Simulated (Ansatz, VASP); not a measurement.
**HfN in VASP and in Ansatz**

INCAR

```
PREC = Accurate ; ENCUT = 520
EDIFF = 1E-8 ; ISMEAR = -1
SIGMA = 0.03 ; LREAL = False
LASPH = True ; NELM = 100
ALGO = Normal ; ISIF = 2
LWAVE = False ; LCHARG = False
GGA = CA ; LEFG = True
NBANDS = 14
```

File KPOINTS:

```
regular mesh
0
Gamma
  10 10 10
```

POSCAR

```
HfN
1.0
    0.0000000000      2.3033053658      2.3033053658
    2.3033053658      0.0000000000      2.3033053658
    2.3033053658      2.3033053658      0.0000000000
Hf N
1 1
Direct
    0.0000000000      0.0000000000      0.0000000000
    0.5000000000      0.5000000000      0.5000000000
```

Input for Ansatz:

```yaml
crystal:
  lattice:
    - [0.0, 2.3033053658, 2.3033053658]
    - [2.3033053658, 0.0, 2.3033053658]
    - [2.3033053658, 2.3033053658, 0.0]
  atoms:
    - { symbol: Hf, position: [0.0, 0.0, 0.0] }
    - { symbol: "N", position: [0.5, 0.5, 0.5] }
kpoints:
  mp_grid: { grid: [10, 10, 10] }
scf:
  occupations: { method: fermi_dirac, width: 0.03 }
hamiltonian:
  xc: lda
  pseudopotentials: { kind: all_electron, datasets: crystal }
output:
  forces: true
  stress: true
  eigenvalues: true
  efg: { contact_densities: true }
```

Change from the starting cell: volume scaled by 1.06, crystal datasets.

Alike in both runs: task electric field gradients; functional LDA; k mesh 10 × 10 × 10; occupations fermi-dirac, width 0.03 eV; no spin polarisation.

|  | VASP | Ansatz |
| --- | --- | --- |
| version | VASP 6.6.1 | Ansatz 0.2.0 |
| potentials or method | VASP PAW LDA potentials, release 64 (Hf_pv, N), cutoff 520 eV | all-electron PAW with datasets made for the crystal, scalar-relativistic |

|  | VASP | Ansatz | Ansatz less VASP |
| --- | --- | --- | --- |
| pressure (GPa) | -23.9 | -22.6 | +1.31 |

LDA's correlation is that of Perdew and Zunger in VASP and of Perdew and Wang (1992) in Ansatz. Ansatz ran all-electron here, and VASP with PAW potentials.

Neither program's run includes spin-orbit coupling.
